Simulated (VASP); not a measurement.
The system is TiN.

```xyz
2
Lattice="0.0000 2.1220 2.1220 2.1220 0.0000 2.1220 2.1220 2.1220 0.0000" Properties=species:S:1:pos:R:3 pbc="T T T"
Ti    0.0000    0.0000    0.0000
N     2.1220    2.1220    2.1220
```

```yaml
Program: VASP 6.6.1
Task: relaxation of cell and atoms
Functional: PBEsol
Potentials_or_basis: VASP PAW PBE potentials, release 64 (Ti_sv, N)
Cutoff: 600 eV
k_mesh: 18 × 18 × 18
Occupations: gaussian, width 0.1 eV
Spin: no spin polarisation
```

At the start: pressure -7.7 GPa; volume 9.56 Å³/atom.

How do energy, volume and symmetry change on relaxing?

Over 3 steps the energy falls by 6.3 meV/atom and the volume is 9.30 Å³/atom (-2.7 %); space group Fm-3m (No. 225, to 0.1 Å) before and after.

Step by step:
```csv
step,energy change (eV),largest force (eV/Å),pressure (GPa),volume (Å³)
1,0.0000,0.0000,-7.73,19.11
2,0.0162,0.0000,13.07,17.86
3,-0.0126,0.0000,-0.05,18.60
```

Final structure:
```
Ti N
1.0
     0.00000    2.10301    2.10301
     2.10301    0.00000    2.10301
     2.10301    2.10301    0.00000
Ti N
1 1
Direct
  0.00000 0.00000 0.00000
  0.50000 0.50000 0.50000
```

Caveat: the PAW data sets were made with another functional, which shifts forces and pressure a little; an odd number of electrons without spin polarisation forces a metal; a magnetic or distorted state may lie lower.
